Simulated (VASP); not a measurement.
# AlN (P6_3/mmc) in VASP: notebook

AlN is run at these levels: PBEsol; tasks: single point.

All numbers are computed with VASP 6.6.1; they aren't measurements. Logs are shortened: lines on timing, memory, paths and dates and some standing lists are left out, and cuts for length are marked.

## 1. The cell of the first run

The structure is hexagonal, space group P6_3/mmc (No. 194). Conventional cell: a = 3.282 Å, b = 3.282 Å, c = 4.141 Å, α = 90.00°, β = 90.00°, γ = 120.00°. Al (site symmetry -6m2) has 5 N at 1.89 to 2.07 Å within 2.5 Å. Within 2.5 Å of N (site symmetry -6m2) lie 5 Al at 1.89 to 2.07 Å.

## 2. Single point, PBEsol

Contents of INCAR:

```
SYSTEM = AlN
PREC = Accurate
ENCUT = 520
EDIFF = 1E-7
ISMEAR = 0
SIGMA = 0.05
LREAL = .FALSE.
LASPH = .TRUE.
NELM = 80
ALGO = Normal
ISIF = 2
LWAVE = .FALSE.
LCHARG = .FALSE.
GGA = PS
NBANDS = 16
```

Contents of KPOINTS:

```
Automatic mesh
0
G
  9 9 6
  0 0 0
```

Contents of POSCAR:

```
AlN
1.0
    3.2818000000      0.0000000000      0.0000000000
   -1.6409000000      2.8421221701      0.0000000000
    0.0000000000      0.0000000000      4.1412155349
Al N
2 2
Direct
    0.3333333333      0.6666666667      0.7500000000
    0.6666666667      0.3333333333      0.2500000000
    0.3333333333      0.6666666667      0.2500000000
    0.6666666667      0.3333333333      0.7500000000
```

Potentials or basis: VASP PAW PBE potentials, release 64 (Al, N).

The run is started by

```sh
$ cat potpaw_PBE.64/Al/POTCAR potpaw_PBE.64/N/POTCAR > POTCAR
$ mpirun -np 1 vasp_std > vasp.out
```

OUTCAR:

```text
SYSTEM = AlN
   PREC = Accurate
   ENCUT = 520
   EDIFF = 1E-7
   ISMEAR = 0
   LREAL = .FALSE.
   LASPH = .TRUE.
   NELM = 80
   ISIF = 2
   GGA = PS

 ion  position               nearest neighbor table
   1  0.333  0.667  0.750-   4 1.89   4 1.89   4 1.89   3 2.07   3 2.07   2 2.81   2 2.81   2 2.81
                             2 2.81   2 2.81   2 2.81
   2  0.667  0.333  0.250-   3 1.89   3 1.89   3 1.89   4 2.07   4 2.07   1 2.81   1 2.81   1 2.81
                             1 2.81   1 2.81   1 2.81
   3  0.333  0.667  0.250-   2 1.89   2 1.89   2 1.89   1 2.07   1 2.07
   4  0.667  0.333  0.750-   1 1.89   1 1.89   1 1.89   2 2.07   2 2.07

  LATTYP: Found a hexagonal cell.
 ALAT       =     3.2818000000
 C/A-ratio  =     1.2618732205

  Lattice vectors:

 A1 = (   3.2818000000,   0.0000000000,   0.0000000000)
 A2 = (  -1.6409000000,   2.8421221701,   0.0000000000)
 A3 = (   0.0000000000,   0.0000000000,   4.1412155349)

Analysis of symmetry for initial positions (statically):
=====================================================================
 Subroutine PRICEL returns:
 Original cell was already a primitive cell.

 Routine SETGRP: Setting up the symmetry group for a
 hexagonal supercell.

 Subroutine GETGRP returns: Found 24 space group operations
 (whereof 12 operations were pure point group operations)
 out of a pool of 24 trial point group operations.

The static configuration has the point symmetry D_3d.
 The point group associated with its full space group is D_6h.

Analysis of symmetry for dynamics (positions and initial velocities):
=====================================================================
 Subroutine PRICEL returns:
 Original cell was already a primitive cell.

 Routine SETGRP: Setting up the symmetry group for a
 hexagonal supercell.

 Subroutine GETGRP returns: Found 24 space group operations
 (whereof 12 operations were pure point group operations)
 out of a pool of 24 trial point group operations.

The dynamic configuration has the point symmetry D_3d.
 The point group associated with its full space group is D_6h.

 Subroutine INISYM returns: Found 24 space group operations
 (whereof 12 operations are pure point group operations),
 and found     1 'primitive' translations

----------------------------------------------------------------------------------------

                                     Primitive cell

  volume of cell :      38.6263

  direct lattice vectors                    reciprocal lattice vectors
     3.281800000  0.000000000  0.000000000     0.304710829  0.175924879  0.000000000
    -1.640900000  2.842122170  0.000000000     0.000000000  0.351849759  0.000000000
     0.000000000  0.000000000  4.141215535     0.000000000  0.000000000  0.241474995

  length of vectors
     3.281800000  3.281800000  4.141215535     0.351849759  0.351849759  0.241474995

  position of ions in fractional coordinates (direct lattice)
     0.333333333  0.666666667  0.750000000
     0.666666667  0.333333333  0.250000000
     0.333333333  0.666666667  0.250000000
     0.666666667  0.333333333  0.750000000

  ion indices of the primitive-cell ions
   primitive index   ion index
                 1           1
                 2           2
                 3           3
                 4           4

----------------------------------------------------------------------------------------

 KPOINTS: Automatic mesh

Automatic generation of k-mesh.
 Grid dimensions read from file:
 generate k-points for:    9    9    6

 Generating k-lattice:

  Cartesian coordinates                     Fractional coordinates (reciprocal lattice)
     0.033856759  0.019547209  0.000000000     0.111111111 -0.000000000  0.000000000
     0.000000000  0.039094418  0.000000000     0.000000000  0.111111111  0.000000000
     0.000000000  0.000000000  0.040245832     0.000000000  0.000000000  0.166666667

  Length of vectors
     0.039094418  0.039094418  0.040245832

  Shift w.r.t. Gamma in fractional coordinates (k-lattice)
     0.000000000  0.000000000  0.000000000

 Subroutine IBZKPT returns following result:
 ===========================================

 Found     48 irreducible k-points:

 Following reciprocal coordinates:
            Coordinates               Weight
  0.000000  0.000000  0.000000      1.000000
  0.111111 -0.000000  0.000000      6.000000
  0.222222 -0.000000  0.000000      6.000000
  0.333333 -0.000000  0.000000      6.000000
  0.444444 -0.000000  0.000000      6.000000
  0.111111  0.111111  0.000000      6.000000
[... 16 lines left out ...]
  0.333333  0.222222  0.166667     24.000000
  0.333333  0.333333  0.166667      4.000000
 [... further k-points ...]
   k-points           NKPTS =     48   k-points in BZ     NKDIM =     48   number of bands    NBANDS=     16
   number of dos      NEDOS =    301   number of ions     NIONS =      4
   total plane-waves  NPLWV =  18432
   dimension x,y,z NGX =    24 NGY =   24 NGZ =   32
   dimension x,y,z NGXF=    48 NGYF=   48 NGZF=   64
   ions per type =               2   2
   NGX,Y,Z   is equivalent  to a cutoff of  12.16, 12.16, 12.85 a.u.
   NGXF,Y,Z  is equivalent  to a cutoff of  24.32, 24.32, 25.69 a.u.
 SYSTEM =  AlN
   PREC   = accura    normal or accurate (medium, high low for compatibility)
   ISTART =      0    job   : 0-new  1-cont  2-samecut
   ICHARG =      2    charge: 1-file 2-atom 10-const
   ISPIN  =      1    spin polarized calculation?
   LNONCOLLINEAR =      F non collinear calculations
   LSORBIT =      F    spin-orbit coupling
   LASPH  =      T    aspherical Exc in radial PAW
   ENCUT  =  520.0 eV  38.22 Ry    6.18 a.u.   6.10  6.10  7.70*2*pi/ulx,y,z
   NELM   =     80;   NELMIN=  2; NELMDL= -5     # of ELM steps
   EDIFF  = 0.1E-06   stopping-criterion for ELM
   LREAL  =      F    real-space projection
   EDIFFG = 0.1E-05   stopping-criterion for IOM
   NSW    =      0    number of steps for IOM
   IBRION =     -1    ionic relax: 0-MD 1-quasi-New 2-CG
   NFREE  =      0    steps in history (QN), initial steepest desc. (CG)
   ISIF   =      2    stress and relaxation
   ISYM   =      2    0-nonsym 1-usesym 2-fastsym
   POTIM  = 0.5000    time-step for ionic-motion
   TEBEG  =    0.0;   TEEND  =   0.0 temperature during run
   PSTRESS=    0.0 pullay stress
   NELECT =      16.0000    total number of electrons
   NUPDOWN=      -1.0000    fix difference up-down
   EMIN   =  10.00;   EMAX   =-10.00  energy-range for DOS
   EFERMI =   0.00;   METHOD = LEGACY
   ISMEAR =     0;   SIGMA  =   0.05  broadening in eV -4-tet -1-fermi 0-gaus
   EFERMI_NEDOS =   21; number of points for ismear=-14 and -15
   IALGO  =     38    algorithm
   IMIX   =      4    mixing-type and parameters
     AMIX     =   0.40;   BMIX     =  1.00
     AMIX_MAG =   1.60;   BMIX_MAG =  1.00
  volume/ion in A,a.u.               =       9.66        65.17
  Fermi-wavevector in a.u.,A,eV,Ry     =   1.220358  2.306142 20.262799  1.489274
  Thomas-Fermi vector in A             =   2.355578
   LORBIT       =      0    0 simple, 1 ext, 2 COOP (PROOUT), +10 PAW based schemes
   GGA     = PS    functional components
   LHFCALC =     F    Hartree Fock is set to
   AEXX    =    0.0000 exact exchange contribution
   IVDW    =     0    specifies the selected vdW correction
   LEPSILON=     F    determine dielectric tensor
   LRPA    =     F    only Hartree local field effects (RPA)
 non-spin polarized calculation
 Gauss-broadening in eV      SIGMA  =   0.05
  energy-cutoff  :      520.00
  volume of cell :       38.63
 maximum number of plane-waves:      1065
   NGX = 13   NGY = 13   NGZ = 15

 number of electron      16.0000000 magnetization

 Free energy of the ion-electron system (eV)
  ---------------------------------------------------
  ext. energy  EPLUGINS =         0.00000000
  ---------------------------------------------------
  free energy    TOTEN  =       -30.94083587 eV

  energy without entropy =      -30.94083587  energy(sigma->0) =      -30.94083587

 E-fermi :   8.4037     XC(G=0): -11.4843

 val. band max:        8.1893555998   @ k =   0.0000   0.0000   0.0000
 cond. band min:      11.5995005593   @ k =   0.0000   0.0000   0.0000
 fundamental gap:      3.4101449594
 Fermi energy:         8.4036800494

 k-point     1 :       0.0000    0.0000    0.0000
  band No.  band energies     occupation
      1      -8.8053      2.00000
      2      -4.9734      2.00000
      3       1.0940      2.00000
      4       4.8204      2.00000
      5       4.8204      2.00000
      6       6.5268      2.00000
[... 8 lines left out ...]
     15      20.1024      0.00000
     16      20.1025      0.00000

 k-point     2 :       0.1111   -0.0000    0.0000
  band No.  band energies     occupation
      1      -8.6594      2.00000
      2      -4.9698      2.00000
      3       1.2492      2.00000
      4       4.3083      2.00000
      5       4.6135      2.00000
      6       6.0342      2.00000
[... 8 lines left out ...]
     15      19.5067      0.00000
     16      19.9492      0.00000

 k-point     3 :       0.2222   -0.0000    0.0000
  band No.  band energies     occupation
      1      -8.2403      2.00000
      2      -5.0068      2.00000
      3       1.7019      2.00000
      4       3.2010      2.00000
      5       4.1938      2.00000
      6       5.1311      2.00000
[... 8 lines left out ...]
     15      18.5211      0.00000
     16      20.7289      0.00000

 k-point     4 :       0.3333   -0.0000    0.0000
  band No.  band energies     occupation
      1      -7.6167      2.00000
      2      -5.2006      2.00000
      3       2.1844      2.00000
      4       2.3995      2.00000
      5       3.8148      2.00000
      6       4.3426      2.00000
[... 8 lines left out ...]
     15      19.6476      0.00000
     16      21.2487      0.00000
[... 324 lines left out ...]
 k-point    22 :       0.2222    0.2222    0.1667
  band No.  band energies     occupation
      1      -7.1391      2.00000
      2      -5.4398      2.00000
      3       1.7785      2.00000
      4       2.1188      2.00000
      5       3.8582      2.00000
      6       4.3452      2.00000
[... 8 lines left out ...]
     15      20.2020      0.00000
     16      21.5792      0.00000

 k-point    23 :       0.3333    0.2222    0.1667
  band No.  band energies     occupation
      1      -6.5635      2.00000
      2      -5.7252      2.00000
      3       1.4559      2.00000
      4       2.2646      2.00000
      5       3.0535      2.00000
      6       4.8733      2.00000
[... 8 lines left out ...]
     15      20.0035      0.00000
     16      21.7327      0.00000

 k-point    24 :       0.3333    0.3333    0.1667
  band No.  band energies     occupation
      1      -6.0891      2.00000
      2      -6.0891      2.00000
      3       1.4369      2.00000
      4       2.5124      2.00000
      5       2.5124      2.00000
      6       5.0806      2.00000
[... 8 lines left out ...]
     15      19.4385      0.00000
     16      21.4650      0.00000

 [... further k-points ...]

------------------------ aborting loop because EDIFF is reached ----------------------------------------

  FORCE on cell =-STRESS in cart. coord.  units (eV):
  Direction    XX          YY          ZZ          XY          YZ          ZX
  --------------------------------------------------------------------------------------
  -------------------------------------------------------------------------------------
  Total        0.8077553      0.8077553      0.3697833      0.0000000     -0.0000000     -0.0000000
  in kB       33.5048510     33.5048510     15.3382264      0.0000000     -0.0000000     -0.0000000
  external PRESSURE =      27.4493095 kB  Pullay stress =       0.0000000 kB

 VOLUME and BASIS-vectors are now :
 -----------------------------------------------------------------------------
  energy-cutoff  :      520.00
  volume of cell :       38.63
      direct lattice vectors                 reciprocal lattice vectors
     3.281800000  0.000000000  0.000000000     0.304710829  0.175924879  0.000000000
    -1.640900000  2.842122170  0.000000000     0.000000000  0.351849759  0.000000000
     0.000000000  0.000000000  4.141215535     0.000000000  0.000000000  0.241474995

 POSITION                                       TOTAL-FORCE (eV/Angst)
 -----------------------------------------------------------------------------------
     -0.00000      1.89475      3.10591         0.000000     -0.000000      0.000000
      1.64090      0.94737      1.03530        -0.000000      0.000000      0.000000
     -0.00000      1.89475      1.03530         0.000000      0.000000      0.000000
      1.64090      0.94737      3.10591        -0.000000     -0.000000      0.000000
 -----------------------------------------------------------------------------------
    total drift:                               -0.000000      0.000000      0.000000

  FREE ENERGIE OF THE ION-ELECTRON SYSTEM (eV)
  ---------------------------------------------------
  free  energy   TOTEN  =       -30.9408358736 eV

  energy  without entropy=      -30.9408358736  energy(sigma->0) =      -30.94083587
```

It took 20 s on 1 thread of Intel Xeon 6975P-C, shared host; peak memory 0.16 GiB.

Results:

```
Free energy            : -30.9408 eV
Pressure               : 2.7 GPa
Band gap on the k mesh : 3.41 eV, direct
```

Stress tensor (GPa, compression positive):
```
3.35 0.00 0.00
0.00 3.35 0.00
0.00 0.00 1.53
```

Levels at points of the mesh, in eV from the valence-band top:
```csv
k point,band 6,band 7,band 8,band 9,band 10,band 11
"(0.00, 0.00, 0.00)",-1.66,-1.66,0.00,3.41,4.58,8.29
"(0.00, 0.00, 0.50)",-2.56,-2.56,-2.56,5.76,5.76,8.45
```

Caveat: the PAW data sets were made with another functional, which shifts forces and pressure a little. A k mesh can miss the band edges.

(Continued in part 2 of 2.)
